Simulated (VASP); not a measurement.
A run of VASP 6.6.1:

The input INCAR:

```
PREC = Accurate
ENCUT = 520
EDIFF = 1E-8
ISMEAR = 0
SIGMA = 0.01
LREAL = False
LASPH = True
NELM = 80
ALGO = Normal
ISIF = 2
LWAVE = False
LCHARG = False
GGA = PS
NBANDS = 11
IBRION = 8
NSW = 1
```

The input KPOINTS:

```
regular mesh
0
Gamma
  10 10 10
```

The input POSCAR:

```
C
1.0
    1.2294542683      0.7098257528      3.6034985439
   -1.2294542683      0.7098257528      3.6034985439
    0.0000000000     -1.4196515055      3.6034985439
C
2
Direct
    0.8333594182      0.8333594182      0.8333594182
    0.1666405818      0.1666405818      0.1666405818
```

Potentials or basis: VASP PAW PBE potentials, release 64 (C).

The run is started by

```bash
$ cat potpaw_PBE.64/C/POTCAR > POTCAR
$ mpirun -np 1 vasp_std > vasp.out
```

Hardware: 1 thread of Intel(R) Xeon(R) Platinum 8559C (Emerald Rapids), on a shared host.

Q: Estimate the wall time of this run.

A: It took 3 min on 1 thread of Intel(R) Xeon(R) Platinum 8559C (Emerald Rapids) (shared host), peak memory 0.32 GiB. Counts: scf iterations 36, k points 116.
